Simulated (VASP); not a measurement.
# Al (P6/mmm) in VASP: single point with LDA

Aim: the single point of Al with LDA.

Everything below comes from runs of VASP 6.6.1. Logs are shortened: lines on timing, memory, paths and dates and some standing lists are left out, and cuts for length are marked.

### Step 1. The cell of the first run

Symmetry: P6/mmm, No. 191, hexagonal system. Conventional cell: a = 4.308 Å, b = 4.308 Å, c = 5.226 Å, α = 90.00°, β = 90.00°, γ = 120.00°. Al (site symmetry 6/mmm) has 8 Al at 4.31 to 5.23 Å within 5.6 Å.

### Step 2. Single point, LDA

INCAR reads:

```
PREC = Accurate ; ENCUT = 520
EDIFF = 1E-6 ; ISMEAR = -1
SIGMA = 0.1 ; LREAL = False
LASPH = True ; NELM = 80
ALGO = Normal ; ISIF = 2
LWAVE = False ; LCHARG = True
GGA = CA ; LELF = True
LVHAR = True ; NBANDS = 8
```

KPOINTS reads:

```
regular mesh
0
Gamma
  8 8 6
```

POSCAR reads:

```
Al
1.0
    4.3076140000      0.0000000000      0.0000000000
   -2.1538070000      3.7305040000      0.0000000000
    0.0000000000      0.0000000000      5.2258550000
Al
1
Direct
    0.6666666667      0.3333333333      0.5000000000
```

Potentials or basis: VASP PAW LDA potentials, release 64 (Al).

Run with:

```
$ cat potpaw_LDA.64/Al/POTCAR > POTCAR
$ mpirun -np 1 vasp_std > vasp.out
```

OUTCAR:

```text
PREC = Accurate
   ENCUT = 520
   EDIFF = 1E-6
   ISMEAR = -1
   LREAL = False
   LASPH = True
   NELM = 80
   ISIF = 2
   GGA = CA

 ion  position               nearest neighbor table
   1  0.667  0.333  0.500-

  LATTYP: Found a hexagonal cell.
 ALAT       =     4.3076140000
 C/A-ratio  =     1.2131669644

  Lattice vectors:

 A1 = (   4.3076140000,   0.0000000000,   0.0000000000)
 A2 = (  -2.1538070000,   3.7305040000,   0.0000000000)
 A3 = (   0.0000000000,   0.0000000000,   5.2258550000)

Analysis of symmetry for initial positions (statically):
=====================================================================
 Subroutine PRICEL returns:
 Original cell was already a primitive cell.

 Routine SETGRP: Setting up the symmetry group for a
 hexagonal supercell.

 Subroutine GETGRP returns: Found 24 space group operations
 (whereof 12 operations were pure point group operations)
 out of a pool of 24 trial point group operations.

The static configuration has the point symmetry D_3h.
 The point group associated with its full space group is D_6h.

Analysis of symmetry for dynamics (positions and initial velocities):
=====================================================================
 Subroutine PRICEL returns:
 Original cell was already a primitive cell.

 Routine SETGRP: Setting up the symmetry group for a
 hexagonal supercell.

 Subroutine GETGRP returns: Found 24 space group operations
 (whereof 12 operations were pure point group operations)
 out of a pool of 24 trial point group operations.

The dynamic configuration has the point symmetry D_3h.
 The point group associated with its full space group is D_6h.

 Subroutine INISYM returns: Found 24 space group operations
 (whereof 12 operations are pure point group operations),
 and found     1 'primitive' translations

----------------------------------------------------------------------------------------

                                     Primitive cell

  volume of cell :      83.9772

  direct lattice vectors                    reciprocal lattice vectors
     4.307614000  0.000000000  0.000000000     0.232147077  0.134030147  0.000000000
    -2.153807000  3.730504000  0.000000000     0.000000000  0.268060294  0.000000000
     0.000000000  0.000000000  5.225855000     0.000000000  0.000000000  0.191356247

  length of vectors
     4.307614000  4.307614733  5.225855000     0.268060340  0.268060294  0.191356247

  position of ions in fractional coordinates (direct lattice)
     0.666666667  0.333333333  0.500000000

  ion indices of the primitive-cell ions
   primitive index   ion index
                 1           1

----------------------------------------------------------------------------------------

 KPOINTS: regular mesh

Automatic generation of k-mesh.
 Grid dimensions read from file:
 generate k-points for:    8    8    6

 Generating k-lattice:

  Cartesian coordinates                     Fractional coordinates (reciprocal lattice)
     0.029018385  0.016753768  0.000000000     0.125000000 -0.000000000  0.000000000
     0.000000000  0.033507537  0.000000000     0.000000000  0.125000000  0.000000000
     0.000000000  0.000000000  0.031892708     0.000000000  0.000000000  0.166666667

  Length of vectors
     0.033507542  0.033507537  0.031892708

  Shift w.r.t. Gamma in fractional coordinates (k-lattice)
     0.000000000  0.000000000  0.000000000

 Subroutine IBZKPT returns following result:
 ===========================================

 Found     40 irreducible k-points:

 Following reciprocal coordinates:
            Coordinates               Weight
  0.000000  0.000000  0.000000      1.000000
  0.125000  0.000000  0.000000      6.000000
  0.250000  0.000000  0.000000      6.000000
  0.375000  0.000000  0.000000      6.000000
  0.500000  0.000000  0.000000      3.000000
  0.125000  0.125000  0.000000      6.000000
[... 16 lines left out ...]
  0.250000  0.000000  0.333333     12.000000
  0.375000  0.000000  0.333333     12.000000
 [... further k-points ...]
   k-points           NKPTS =     40   k-points in BZ     NKDIM =     40   number of bands    NBANDS=      8
   number of dos      NEDOS =    301   number of ions     NIONS =      1
   total plane-waves  NPLWV =  40960
   dimension x,y,z NGX =    32 NGY =   32 NGZ =   40
   dimension x,y,z NGXF=    64 NGYF=   64 NGZF=   80
   ions per type =               1
   NGX,Y,Z   is equivalent  to a cutoff of  12.35, 12.35, 12.72 a.u.
   NGXF,Y,Z  is equivalent  to a cutoff of  24.70, 24.70, 25.45 a.u.
 SYSTEM =  unknown system
   PREC   = accura    normal or accurate (medium, high low for compatibility)
   ISTART =      0    job   : 0-new  1-cont  2-samecut
   ICHARG =      2    charge: 1-file 2-atom 10-const
   ISPIN  =      1    spin polarized calculation?
   LNONCOLLINEAR =      F non collinear calculations
   LSORBIT =      F    spin-orbit coupling
   LASPH  =      T    aspherical Exc in radial PAW
   ENCUT  =  520.0 eV  38.22 Ry    6.18 a.u.   8.01  8.01  9.72*2*pi/ulx,y,z
   NELM   =     80;   NELMIN=  2; NELMDL= -5     # of ELM steps
   EDIFF  = 0.1E-05   stopping-criterion for ELM
   LREAL  =      F    real-space projection
   EDIFFG = 0.1E-04   stopping-criterion for IOM
   NSW    =      0    number of steps for IOM
   IBRION =     -1    ionic relax: 0-MD 1-quasi-New 2-CG
   NFREE  =      0    steps in history (QN), initial steepest desc. (CG)
   ISIF   =      2    stress and relaxation
   ISYM   =      2    0-nonsym 1-usesym 2-fastsym
   POTIM  = 0.5000    time-step for ionic-motion
   TEBEG  =    0.0;   TEEND  =   0.0 temperature during run
   PSTRESS=    0.0 pullay stress
   NELECT =       3.0000    total number of electrons
   NUPDOWN=      -1.0000    fix difference up-down
   EMIN   =  10.00;   EMAX   =-10.00  energy-range for DOS
   EFERMI =   0.00;   METHOD = LEGACY
   ISMEAR =    -1;   SIGMA  =   0.10  broadening in eV -4-tet -1-fermi 0-gaus
   EFERMI_NEDOS =   21; number of points for ismear=-14 and -15
   IALGO  =     38    algorithm
   IMIX   =      4    mixing-type and parameters
     AMIX     =   0.40;   BMIX     =  1.00
     AMIX_MAG =   1.60;   BMIX_MAG =  1.00
  volume/ion in A,a.u.               =      83.98       566.71
  Fermi-wavevector in a.u.,A,eV,Ry     =   0.539173  1.018889  3.955314  0.290707
  Thomas-Fermi vector in A             =   1.565734
   LORBIT       =      0    0 simple, 1 ext, 2 COOP (PROOUT), +10 PAW based schemes
   GGA     = CA    functional components
   LHFCALC =     F    Hartree Fock is set to
   AEXX    =    0.0000 exact exchange contribution
   IVDW    =     0    specifies the selected vdW correction
   LEPSILON=     F    determine dielectric tensor
   LRPA    =     F    only Hartree local field effects (RPA)
 non-spin polarized calculation
  energy-cutoff  :      520.00
  volume of cell :       83.98
 maximum number of plane-waves:      2280
   NGX = 17   NGY = 17   NGZ = 19

 number of electron       3.0000000 magnetization

 Free energy of the ion-electron system (eV)
  ---------------------------------------------------
  ext. energy  EPLUGINS =         0.00000000
  ---------------------------------------------------
  free energy    TOTEN  =        -1.51739819 eV

  energy without entropy =       -1.46461024  energy(sigma->0) =       -1.49100422

 E-fermi :  -1.1136     XC(G=0):  -5.2591

 val. band max:       -1.1143309953   @ k =   0.3750   0.0000   0.3333
 cond. band min:      -1.0724835931   @ k =   0.1250   0.1250   0.3333
 fundamental gap:      0.0418474021
 Fermi energy:        -1.1136125573

 k-point     1 :       0.0000    0.0000    0.0000
  band No.  band energies     occupation
      1      -6.2039      2.00000
      2      -0.1050      0.00008
      3       2.1681      0.00000
      4       2.3413      0.00000
      5       2.3413      0.00000
      6       5.0347      0.00000
      7       6.3902      0.00000
      8       6.3902      0.00000

 k-point     2 :       0.1250    0.0000    0.0000
  band No.  band energies     occupation
      1      -6.0747      2.00000
      2       0.0103      0.00003
      3       1.3939      0.00000
      4       2.1274      0.00000
      5       2.3828      0.00000
      6       5.3529      0.00000
      7       6.1941      0.00000
      8       6.8937      0.00000

 k-point     3 :       0.2500    0.0000    0.0000
  band No.  band energies     occupation
      1      -5.7097      2.00000
      2      -0.0609      0.00005
      3       0.3299      0.00000
      4       1.7217      0.00000
      5       2.8475      0.00000
      6       4.5602      0.00000
      7       6.3495      0.00000
      8       7.1708      0.00000

 k-point     4 :       0.3750    0.0000    0.0000
  band No.  band energies     occupation
      1      -5.2132      2.00000
      2      -1.3044      1.74159
      3       0.7426      0.00000
      4       1.4054      0.00000
      5       3.5403      0.00000
      6       4.0774      0.00000
      7       5.1842      0.00000
      8       6.2845      0.00000

 k-point     5 :       0.5000    0.0000    0.0000
  band No.  band energies     occupation
      1      -4.9268      2.00000
      2      -1.8503      1.99874
      3       0.9623      0.00000
      4       1.2911      0.00000
      5       3.7011      0.00000
      6       4.4676      0.00000
      7       4.7066      0.00000
      8       5.3123      0.00000
[... 177 lines left out ...]
 k-point    22 :       0.1250    0.0000    0.3333
  band No.  band energies     occupation
      1      -5.9119      2.00000
      2      -1.3368      1.80610
      3       1.5536      0.00000
      4       2.2179      0.00000
      5       4.7223      0.00000
      6       5.6330      0.00000
      7       6.4133      0.00000
      8       6.9892      0.00000

 k-point    23 :       0.2500    0.0000    0.3333
  band No.  band energies     occupation
      1      -5.5527      2.00000
      2      -0.9468      0.31745
      3       0.1193      0.00001
      4       1.8248      0.00000
      5       4.2518      0.00000
      6       4.8244      0.00000
      7       6.0503      0.00000
      8       7.3765      0.00000

 k-point    24 :       0.3750    0.0000    0.3333
  band No.  band energies     occupation
      1      -5.0678      2.00000
      2      -1.1143      1.00359
      3      -0.3846      0.00136
      4       1.5159      0.00000
      5       3.1695      0.00000
      6       4.2639      0.00000
      7       6.1990      0.00000
      8       6.9659      0.00000

 [... further k-points ...]
[... 5 lines left out ...]
  --------------------------------------------------------------------------------------
  -------------------------------------------------------------------------------------
  Total       -1.9337563     -1.9337571     -0.5068584      0.0000000     -0.0000000     -0.0000000
  in kB      -36.8935689    -36.8935857     -9.6702026      0.0000000     -0.0000000     -0.0000000
  external PRESSURE =     -27.8191191 kB  Pullay stress =       0.0000000 kB

 VOLUME and BASIS-vectors are now :
 -----------------------------------------------------------------------------
  energy-cutoff  :      520.00
  volume of cell :       83.98
      direct lattice vectors                 reciprocal lattice vectors
     4.307614000  0.000000000  0.000000000     0.232147077  0.134030147  0.000000000
    -2.153807000  3.730504000  0.000000000     0.000000000  0.268060294  0.000000000
     0.000000000  0.000000000  5.225855000     0.000000000  0.000000000  0.191356247

 POSITION                                       TOTAL-FORCE (eV/Angst)
 -----------------------------------------------------------------------------------
      2.15381      1.24350      2.61293         0.000000      0.000000      0.000000
 -----------------------------------------------------------------------------------
    total drift:                                0.000000     -0.000000     -0.000000

  FREE ENERGIE OF THE ION-ELECTRON SYSTEM (eV)
  ---------------------------------------------------
  free  energy   TOTEN  =        -1.5173981863 eV

  energy  without entropy=       -1.4646102445  energy(sigma->0) =       -1.49100422
```

It took 17 s on 1 thread of AMD EPYC 7R43 (Zen 3), shared host; peak memory 0.13 GiB.

Results:

```
Free energy : -1.5174 eV
Pressure    : -2.8 GPa
```
